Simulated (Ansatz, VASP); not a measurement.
**BeS in VASP and in Ansatz**

Contents of POSCAR:

```
BeS
1.0
    0.0000000000      2.4343062304      2.4343062304
    2.4343062304      0.0000000000      2.4343062304
    2.4343062304      2.4343062304      0.0000000000
Be S
1 1
Direct
    0.0000000000      0.0000000000      0.0000000000
    0.2500000000      0.2500000000      0.2500000000
```

INCAR.step1

```
PREC = Accurate
ENCUT = 520
EDIFF = 1E-5
ISMEAR = 0
SIGMA = 0.01
LREAL = F
LASPH = T
NELM = 100
ALGO = Normal
ISIF = 2
LWAVE = T
NBANDS = 11
GGA = PE
```

INCAR.step2

```
PREC = Accurate
ENCUT = 520
EDIFF = 1E-7
ISMEAR = 0
SIGMA = 0.01
LREAL = F
LASPH = T
NELM = 100
ALGO = Normal
ISIF = 2
LWAVE = F
LCHARG = T
GGA = PE
LHFCALC = T
HFSCREEN = 0.2079
PRECFOCK = Normal
LELF = T
LVHAR = T
NBANDS = 11
ISTART = 1
```

The input KPOINTS:

```
regular mesh
0
Gamma
  6 6 6
```

Input for Ansatz:

```yaml
crystal:
  lattice:
    - [0.0, 2.4343062304, 2.4343062304]
    - [2.4343062304, 0.0, 2.4343062304]
    - [2.4343062304, 2.4343062304, 0.0]
  atoms:
    - { symbol: Be, position: [0.0, 0.0, 0.0] }
    - { symbol: S, position: [0.25, 0.25, 0.25] }
kpoints:
  mp_grid: { grid: [6, 6, 6] }
  band_path:
    path:
      - [0.0, 0.0, 0.0]
      - [-0.5, -0.5, 0.0]
      - [-0.375, -0.375, 0.25]
      - [-0.375, 0.0, 0.375]
      - [0.0, 0.0, 0.5]
      - [-0.5, -0.25, 0.25]
      - [-0.0375, 0.0, 0.0375]
      - [0.0, 0.5, 0.5]
    npoints: 1
hamiltonian:
  xc: hse06
scf:
  occupations: { method: fixed }
  n_extra_bands: 4
output:
  forces: true
  stress: true
  eigenvalues: true
```

Alike in both runs: task single point; functional HSE06; k mesh 6 × 6 × 6; no spin polarisation.

|  | VASP | Ansatz |
| --- | --- | --- |
| version | VASP 6.6.1 | Ansatz 0.2.0 |
| potentials or method | VASP PAW PBE potentials, release 64 (Be, S) | plane waves, PAW |
| plane-wave cutoff (eV) | 520 | 420 |
| occupations | gaussian, width 0.01 eV | fixed |
| valence electrons in the cell | 8 | 8 |

VASP gave:

| Item | Value |
| --- | --- |
| gap on the k mesh at the Fermi level (eV) | 4.08 |
| pressure (GPa) | -1.0 |

Task: Estimate Ansatz's values.

Result: gap on the k mesh at the Fermi level (eV): 4.09; pressure (GPa): -0.9.

Ansatz's warnings: stress exchange threshold loose, stress scf threshold loose.
